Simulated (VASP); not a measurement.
# Si3H10C3 in VASP: further runs

Si3H10C3 is run at these levels: PBE; tasks: single point.

Everything below comes from runs of VASP 6.6.1. Logs are shortened: lines on timing, memory, paths and dates and some standing lists are left out, and cuts for length are marked.

**1. The cell of the first run**

The cell holds a wire with vacuum, 16 atoms: a = 13.000 Å, b = 14.100 Å, c = 5.074 Å, α = 90.00°, β = 90.00°, γ = 90.00°.

**2. Single point, PBE**

Input file INCAR:

```
SYSTEM = Si3H10C3
PREC = Accurate
ENCUT = 520
EDIFF = 1E-7
ISMEAR = 0
SIGMA = 0.05
LREAL = Auto
LASPH = .True.
NELM = 100
ALGO = Normal
ISIF = 2
LWAVE = .False.
LCHARG = .False.
GGA = PE
NBANDS = 31
```

Input file KPOINTS:

```
regular mesh
0
Gamma
  1 1 7
  0 0 0
```

Input file POSCAR:

```
Si3H10C3
1.0
   13.0000000000      0.0000000000      0.0000000000
    0.0000000000     14.1000000000      0.0000000000
    0.0000000000      0.0000000000      5.0740210508
Si C H
3 3 10
Direct
    0.5594570491      0.4932636497      0.0045635118
    0.4405429509      0.4299646337      0.5045635118
    0.5594570491      0.6198616818      0.5045635118
    0.5594570491      0.4932636497      0.3804364882
    0.4405429509      0.4299646337      0.8804364882
    0.5594570491      0.6198616818      0.8804364882
    0.6530612116      0.4434373342      0.9068559544
    0.4405429509      0.3303120026      0.4068559544
    0.3469387884      0.4797909492      0.4068559544
    0.4658528867      0.6696879974      0.4068559544
    0.6530612116      0.6696879974      0.4068559544
    0.6279325774      0.4568135263      0.4519138288
    0.4405429509      0.3570643868      0.9519138288
    0.3720674226      0.4664147571      0.9519138288
    0.4909815209      0.6563118053      0.9519138288
    0.6279325774      0.6563118053      0.9519138288
```

Potentials or basis: VASP PAW PBE potentials, release 64 (Si, C, H).

Launch:

```bash
cat potpaw_PBE.64/Si/POTCAR potpaw_PBE.64/C/POTCAR potpaw_PBE.64/H/POTCAR > POTCAR
mpirun -np 1 vasp_std > vasp.out
```

OUTCAR:

```text
SYSTEM = Si3H10C3
   PREC = Accurate
   ENCUT = 520
   EDIFF = 1E-7
   ISMEAR = 0
   LREAL = Auto
   LASPH = .True.
   NELM = 100
   ISIF = 2
   GGA = PE

 ion  position               nearest neighbor table
   1  0.559  0.493  0.005-   7 1.49   5 1.89   6 1.89   4 1.91   2 3.10   2 3.10   3 3.10   3 3.10

   2  0.441  0.430  0.505-   9 1.49   8 1.49   4 1.89   5 1.91   3 3.09   1 3.10   1 3.10
   3  0.559  0.620  0.505-  10 1.49  11 1.49   4 1.89   6 1.91   2 3.09   1 3.10   1 3.10
   4  0.559  0.493  0.380-  12 1.09   2 1.89   3 1.89   1 1.91
   5  0.441  0.430  0.880-  13 1.09  14 1.09   1 1.89   2 1.91
   6  0.559  0.620  0.880-  15 1.09  16 1.09   1 1.89   3 1.91
   7  0.653  0.443  0.907-   1 1.49
   8  0.441  0.330  0.407-   2 1.49
   9  0.347  0.480  0.407-   2 1.49
  10  0.466  0.670  0.407-   3 1.49
  11  0.653  0.670  0.407-   3 1.49
  12  0.628  0.457  0.452-   4 1.09
  13  0.441  0.357  0.952-   5 1.09
  14  0.372  0.466  0.952-   5 1.09
  15  0.491  0.656  0.952-   6 1.09
  16  0.628  0.656  0.952-   6 1.09

  LATTYP: Found a simple orthorhombic cell.
 ALAT       =     5.0740210508
 B/A-ratio  =     2.5620705689
 C/A-ratio  =     2.7788611554

  Lattice vectors:

 A1 = (   0.0000000000,   0.0000000000,   5.0740210508)
 A2 = (  13.0000000000,   0.0000000000,   0.0000000000)
 A3 = (   0.0000000000,  14.1000000000,   0.0000000000)

Analysis of symmetry for initial positions (statically):
=====================================================================
 Subroutine PRICEL returns:
 Original cell was already a primitive cell.

 Routine SETGRP: Setting up the symmetry group for a
 simple orthorhombic supercell.

 Subroutine GETGRP returns: Found  1 space group operations
 (whereof  1 operations were pure point group operations)
 out of a pool of  8 trial point group operations.

The static configuration has the point symmetry C_1 .

Analysis of symmetry for dynamics (positions and initial velocities):
=====================================================================
 Subroutine PRICEL returns:
 Original cell was already a primitive cell.

 Routine SETGRP: Setting up the symmetry group for a
 simple orthorhombic supercell.

 Subroutine GETGRP returns: Found  1 space group operations
 (whereof  1 operations were pure point group operations)
 out of a pool of  8 trial point group operations.

The dynamic configuration has the point symmetry C_1 .

 Subroutine INISYM returns: Found  1 space group operations
 (whereof  1 operations are pure point group operations),
 and found     1 'primitive' translations

----------------------------------------------------------------------------------------

                                     Primitive cell

  volume of cell :     930.0681

  direct lattice vectors                    reciprocal lattice vectors
    13.000000000  0.000000000  0.000000000     0.076923077  0.000000000  0.000000000
     0.000000000 14.100000000  0.000000000     0.000000000  0.070921986  0.000000000
     0.000000000  0.000000000  5.074021051     0.000000000  0.000000000  0.197082351

  length of vectors
    13.000000000 14.100000000  5.074021051     0.076923077  0.070921986  0.197082351

  position of ions in fractional coordinates (direct lattice)
     0.559457049  0.493263650  0.004563512
     0.440542951  0.429964634  0.504563512
     0.559457049  0.619861682  0.504563512
     0.559457049  0.493263650  0.380436488
     0.440542951  0.429964634  0.880436488
     0.559457049  0.619861682  0.880436488
[... 8 lines left out ...]
     0.490981521  0.656311805  0.951913829
     0.627932577  0.656311805  0.951913829

  ion indices of the primitive-cell ions
   primitive index   ion index
                 1           1
                 2           2
                 3           3
                 4           4
                 5           5
                 6           6
[... 8 lines left out ...]
                15          15
                16          16

----------------------------------------------------------------------------------------

 KPOINTS: regular mesh

Automatic generation of k-mesh.
 Grid dimensions read from file:
 generate k-points for:    1    1    7

 Generating k-lattice:

  Cartesian coordinates                     Fractional coordinates (reciprocal lattice)
     0.076923077  0.000000000  0.000000000     1.000000000  0.000000000  0.000000000
     0.000000000  0.070921986  0.000000000     0.000000000  1.000000000  0.000000000
     0.000000000  0.000000000  0.028154622     0.000000000  0.000000000  0.142857143

  Length of vectors
     0.076923077  0.070921986  0.028154622

  Shift w.r.t. Gamma in fractional coordinates (k-lattice)
     0.000000000  0.000000000  0.000000000

 Subroutine IBZKPT returns following result:
 ===========================================

 Found      4 irreducible k-points:

 Following reciprocal coordinates:
            Coordinates               Weight
  0.000000  0.000000  0.000000      1.000000
  0.000000  0.000000  0.142857      2.000000
  0.000000  0.000000  0.285714      2.000000
  0.000000  0.000000  0.428571      2.000000
   k-points           NKPTS =      4   k-points in BZ     NKDIM =      4   number of bands    NBANDS=     31
   number of dos      NEDOS =    301   number of ions     NIONS =     16
   total plane-waves  NPLWV = 423360
   dimension x,y,z NGX =    98 NGY =  108 NGZ =   40
   dimension x,y,z NGXF=   196 NGYF=  216 NGZF=   80
   ions per type =               3   3  10
   NGX,Y,Z   is equivalent  to a cutoff of  12.53, 12.73, 13.11 a.u.
   NGXF,Y,Z  is equivalent  to a cutoff of  25.06, 25.47, 26.21 a.u.
 SYSTEM =  Si3H10C3
   PREC   = accura    normal or accurate (medium, high low for compatibility)
   ISTART =      0    job   : 0-new  1-cont  2-samecut
   ICHARG =      2    charge: 1-file 2-atom 10-const
   ISPIN  =      1    spin polarized calculation?
   LNONCOLLINEAR =      F non collinear calculations
   LSORBIT =      F    spin-orbit coupling
   LASPH  =      T    aspherical Exc in radial PAW
   ENCUT  =  520.0 eV  38.22 Ry    6.18 a.u.  24.17 26.22  9.43*2*pi/ulx,y,z
   NELM   =    100;   NELMIN=  2; NELMDL= -5     # of ELM steps
   EDIFF  = 0.1E-06   stopping-criterion for ELM
   LREAL  =      T    real-space projection
   EDIFFG = 0.1E-05   stopping-criterion for IOM
   NSW    =      0    number of steps for IOM
   IBRION =     -1    ionic relax: 0-MD 1-quasi-New 2-CG
   NFREE  =      0    steps in history (QN), initial steepest desc. (CG)
   ISIF   =      2    stress and relaxation
   ISYM   =      2    0-nonsym 1-usesym 2-fastsym
   POTIM  = 0.5000    time-step for ionic-motion
   TEBEG  =    0.0;   TEEND  =   0.0 temperature during run
   PSTRESS=    0.0 pullay stress
   NELECT =      34.0000    total number of electrons
   NUPDOWN=      -1.0000    fix difference up-down
   EMIN   =  10.00;   EMAX   =-10.00  energy-range for DOS
   EFERMI =   0.00;   METHOD = LEGACY
   ISMEAR =     0;   SIGMA  =   0.05  broadening in eV -4-tet -1-fermi 0-gaus
   EFERMI_NEDOS =   21; number of points for ismear=-14 and -15
   IALGO  =     38    algorithm
   IMIX   =      4    mixing-type and parameters
     AMIX     =   0.40;   BMIX     =  1.00
     AMIX_MAG =   1.60;   BMIX_MAG =  1.00
  volume/ion in A,a.u.               =      58.13       392.28
  Fermi-wavevector in a.u.,A,eV,Ry     =   0.543329  1.026743  4.016527  0.295206
  Thomas-Fermi vector in A             =   1.571757
   LORBIT       =      0    0 simple, 1 ext, 2 COOP (PROOUT), +10 PAW based schemes
   GGA     = PE    functional components
   LHFCALC =     F    Hartree Fock is set to
   AEXX    =    0.0000 exact exchange contribution
   IVDW    =     0    specifies the selected vdW correction
   LEPSILON=     F    determine dielectric tensor
   LRPA    =     F    only Hartree local field effects (RPA)
 non-spin polarized calculation
 Gauss-broadening in eV      SIGMA  =   0.05
  energy-cutoff  :      520.00
  volume of cell :      930.07
 maximum number of plane-waves:     25055
 NGX is ok and might be reduce to    98
   NGX = 49   NGY = 53   NGZ = 19

 number of electron      33.9999997 magnetization

 Free energy of the ion-electron system (eV)
  ---------------------------------------------------
  ext. energy  EPLUGINS =         0.00000000
  ---------------------------------------------------
  free energy    TOTEN  =       -79.33821996 eV

  energy without entropy =      -79.33821996  energy(sigma->0) =      -79.33821996

 E-fermi :  -4.9818     XC(G=0):  -1.9759

 val. band max:       -5.2405756077   @ k =   0.0000   0.0000   0.0000
 cond. band min:       0.0314999096   @ k =   0.0000   0.0000   0.0000
 fundamental gap:      5.2720755173
 Fermi energy:        -4.9818241782

 k-point     1 :       0.0000    0.0000    0.0000
  band No.  band energies     occupation
      1     -17.2279      2.00000
      2     -15.8723      2.00000
      3     -15.0895      2.00000
      4     -11.3946      2.00000
      5     -10.9291      2.00000
      6     -10.0623      2.00000
[... 21 lines left out ...]
     28       1.9930      0.00000
     29       2.2397      0.00000

 k-point     2 :       0.0000    0.0000    0.1429
  band No.  band energies     occupation
      1     -17.1490      2.00000
      2     -15.8410      2.00000
      3     -15.2208      2.00000
      4     -11.5069      2.00000
      5     -11.1443      2.00000
      6     -10.1506      2.00000
[... 21 lines left out ...]
     28       2.0865      0.00000
     29       2.3228      0.00000

 k-point     3 :       0.0000    0.0000    0.2857
  band No.  band energies     occupation
      1     -16.9203      2.00000
      2     -15.7664      2.00000
      3     -15.5717      2.00000
      4     -11.5644      2.00000
      5     -11.5531      2.00000
      6     -10.5160      2.00000
[... 21 lines left out ...]
     28       2.2830      0.00000
     29       2.3703      0.00000

 k-point     4 :       0.0000    0.0000    0.4286
  band No.  band energies     occupation
      1     -16.5858      2.00000
      2     -16.0066      2.00000
      3     -15.7017      2.00000
      4     -11.8367      2.00000
      5     -11.3863      2.00000
      6     -10.9828      2.00000
[... 21 lines left out ...]
     28       2.3201      0.00000
     29       2.3794      0.00000
 [bands above 29 left out]

------------------------ aborting loop because EDIFF is reached ----------------------------------------

  FORCE on cell =-STRESS in cart. coord.  units (eV):
  Direction    XX          YY          ZZ          XY          YZ          ZX
  --------------------------------------------------------------------------------------
  -------------------------------------------------------------------------------------
  Total        0.2591084      0.0858414      2.9008294     -0.1547840     -0.0778053      0.1357594
  in kB        0.4463518      0.1478743      4.9971000     -0.2666380     -0.1340310      0.2338653
  external PRESSURE =       1.8637754 kB  Pullay stress =       0.0000000 kB

 VOLUME and BASIS-vectors are now :
 -----------------------------------------------------------------------------
  energy-cutoff  :      520.00
  volume of cell :      930.07
      direct lattice vectors                 reciprocal lattice vectors
    13.000000000  0.000000000  0.000000000     0.076923077  0.000000000  0.000000000
     0.000000000 14.100000000  0.000000000     0.000000000  0.070921986  0.000000000
     0.000000000  0.000000000  5.074021051     0.000000000  0.000000000  0.197082351

 POSITION                                       TOTAL-FORCE (eV/Angst)
 -----------------------------------------------------------------------------------
      7.27294      6.95502      0.02316        -0.411286      0.236695      0.528135
      5.72706      6.06250      2.56017         0.392998     -0.003841      0.534164
      7.27294      8.74005      2.56017         0.196939     -0.337215      0.534760
      7.27294      6.95502      1.93034        -0.641430      0.370285     -0.587654
      5.72706      6.06250      4.46735         0.568101      0.257425     -0.789594
      7.27294      8.74005      4.46735         0.053160     -0.615694     -0.790613
[... 8 lines left out ...]
      6.38276      9.25400      4.83003        -0.166886      0.192576      0.134526
      8.16312      9.25400      4.83003         0.149555      0.217311      0.107457
 -----------------------------------------------------------------------------------
    total drift:                                0.006047     -0.003721     -0.012760

  FREE ENERGIE OF THE ION-ELECTRON SYSTEM (eV)
  ---------------------------------------------------
  free  energy   TOTEN  =       -79.3382199624 eV

  energy  without entropy=      -79.3382199624  energy(sigma->0) =      -79.33821996
```

It took 5.1 min on 1 thread of Intel Xeon Platinum 8259CL at 2.50GHz (Skylake/Cascade Lake), shared host; peak memory 0.8 GiB.

Results:

| Quantity | Value |
| --- | --- |
| Free energy | -79.3382 eV |
| Largest force | 1.006 eV/Å |
| Band gap on the k mesh | 5.27 eV, direct |

Forces on the atoms (eV/Å):
```
Si  -0.411  0.237  0.528
Si   0.393 -0.004  0.534
Si   0.197 -0.337  0.535
C   -0.641  0.370 -0.588
C    0.568  0.257 -0.790
C    0.053 -0.616 -0.791
H    0.117 -0.067  0.008
H   -0.083 -0.107 -0.006
H   -0.069  0.027 -0.028
H   -0.057  0.046 -0.028
H    0.051  0.126 -0.006
H    0.264 -0.153  0.146
H   -0.113 -0.238  0.107
H   -0.250  0.049  0.135
H   -0.167  0.193  0.135
H    0.150  0.217  0.107
```

**3. Single point, PBE**

This run uses another cell than the first one, of 60.97 Å³/atom, 1.049 times its volume.

Input file INCAR:

```
SYSTEM = Si3H10C3
PREC = Accurate ; ENCUT = 520
EDIFF = 1E-6 ; ISMEAR = 0
SIGMA = 0.05 ; LREAL = Auto
LASPH = .TRUE. ; NELM = 80
ALGO = Normal ; ISIF = 2
LWAVE = .FALSE. ; LCHARG = .TRUE.
GGA = PE ; LELF = .TRUE.
LVHAR = .TRUE. ; NBANDS = 31
```

Input file KPOINTS:

```
Automatic mesh
0
G
  1 1 7
  0 0 0
```

Input file POSCAR:

```
Si3H10C3
1.0
   13.0000000000      0.0000000000      0.0000000000
    0.0000000000     14.1000000000      0.0000000000
    0.0000000000      0.0000000000      5.3219932771
Si C H
3 3 10
Direct
    0.5548459628      0.4957070753      0.0127113294
    0.4420790336      0.4282461959      0.5130490084
    0.5618938296      0.6194728323      0.5130505076
    0.5520968140      0.4971703453      0.3704712979
    0.4422731341      0.4311314528      0.8689325419
    0.5592672492      0.6178788663      0.8689342156
    0.6512957297      0.4443461943      0.9374720421
    0.4470136417      0.3272048381      0.4263296256
    0.3427055517      0.4690727927      0.4197614047
    0.4739006088      0.6784524617      0.4197395930
    0.6593041501      0.6660024139      0.4263546029
    0.6226673862      0.4595802200      0.4297893667
    0.4397150878      0.3578133567      0.9393599646
    0.3705915294      0.4653371161      0.9317697828
    0.4913107441      0.6580358259      0.9317498225
    0.6268677438      0.6565605047      0.9393738103
```

Potentials or basis: VASP PAW PBE potentials, release 64 (Si, C, H).

Launch:

```bash
cat potpaw_PBE.64/Si/POTCAR potpaw_PBE.64/C/POTCAR potpaw_PBE.64/H/POTCAR > POTCAR
mpirun -np 1 vasp_std > vasp.out
```

Wall time 4.7 min (1 thread of Intel Xeon Platinum 8259CL at 2.50GHz (Skylake/Cascade Lake), shared host); peak memory 0.81 GiB.

It converged, with:

```
Free energy            : -79.5364 eV
Largest force          : 0.035 eV/Å
Band gap on the k mesh : 5.51 eV, direct
```

Forces on the atoms (eV/Å):
```
Si   0.007 -0.003 -0.010
Si  -0.021 -0.011 -0.012
Si   0.000  0.024 -0.012
C   -0.012  0.006 -0.005
C    0.031  0.008 -0.012
C    0.000 -0.024 -0.011
H   -0.012  0.006  0.008
H   -0.001  0.016  0.006
H    0.018 -0.006  0.006
H    0.013 -0.013  0.006
H   -0.014 -0.008  0.006
H    0.019 -0.011  0.004
H   -0.005 -0.022  0.004
H   -0.017  0.015  0.009
H   -0.022  0.007  0.009
H    0.017  0.015  0.004
```

Levels at points of the mesh, in eV from the valence-band top:
| k point | band 13 | band 14 | band 15 | band 16 | band 17 | band 18 | band 19 | band 20 | band 21 | band 22 |
| --- | --- | --- | --- | --- | --- | --- | --- | --- | --- | --- |
| (0.00, 0.00, 0.00) | -1.54 | -1.17 | -0.47 | -0.26 | 0.00 | 5.51 | 5.81 | 5.97 | 6.00 | 6.32 |
